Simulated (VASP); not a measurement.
Here is a VASP 6.6.1 calculation.

INCAR

```
PREC = Accurate ; ENCUT = 520
EDIFF = 1E-7 ; ISMEAR = -1
SIGMA = 0.05 ; LREAL = F
LASPH = T ; NELM = 80
ALGO = Normal ; ISIF = 2
LWAVE = F ; LCHARG = F
NBANDS = 14
```

KPOINTS

```
regular mesh
0
Gamma
  12 12 12
```

POSCAR

```
Rh
1.0
    0.0000000000      1.9350721950      1.9350721950
    1.9350721950      0.0000000000      1.9350721950
    1.9350721950      1.9350721950      0.0000000000
Rh
1
Direct
    0.0000000000      0.0000000000      0.0000000000
```

Potentials or basis: VASP PAW LDA potentials, release 64 (Rh_pv).

The run is started by

```console
$ cat potpaw_LDA.64/Rh_pv/POTCAR > POTCAR
$ mpirun -np 1 vasp_std > vasp.out
```

(1) Predict the pressure.

Answers

(1) -22.5 GPa.
